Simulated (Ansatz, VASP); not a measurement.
**BN in VASP and in Ansatz**

```
CELL_PARAMETERS angstrom
2.55394 0.00000 0.00000
-1.27697 2.21178 0.00000
0.00000 0.00000 4.22685
ATOMIC_POSITIONS crystal
B 0.66667 0.33333 0.04113
B 0.33333 0.66667 0.49972
N 0.66667 0.33333 0.62528
N 0.33333 0.66667 0.12528
```

Alike in both runs: task single point; functional PBE; k mesh 12 × 12 × 6; occupations gaussian, width 0.05 eV; no spin polarisation.

|  | VASP | Ansatz |
| --- | --- | --- |
| version | VASP 6.6.1 | Ansatz 0.2.0 |
| potentials or method | VASP PAW PBE potentials, release 64 (B, N), cutoff 520 eV | scalar-relativistic, plane waves, PAW |
| valence electrons in the cell | 16 | 16 |

|  | VASP | Ansatz | Ansatz less VASP |
| --- | --- | --- | --- |
| gap on the k mesh at the Fermi level (eV) | 5.12 | 5.12 | +0.007 |
| least direct gap on the mesh (eV) | 7.53 | 7.53 | 0.000 |
| pressure (GPa) | 4.9 | 4.6 | -0.23 |
| traceless stress, the component that is largest in VASP (GPa) | 1.91 | 2.10 | +0.185 |
| rms of the force components (eV/Å) | 1.528 | 1.523 | -0.0047 |

Atom by atom the forces differ by 0.007 eV/Å (rms over components).
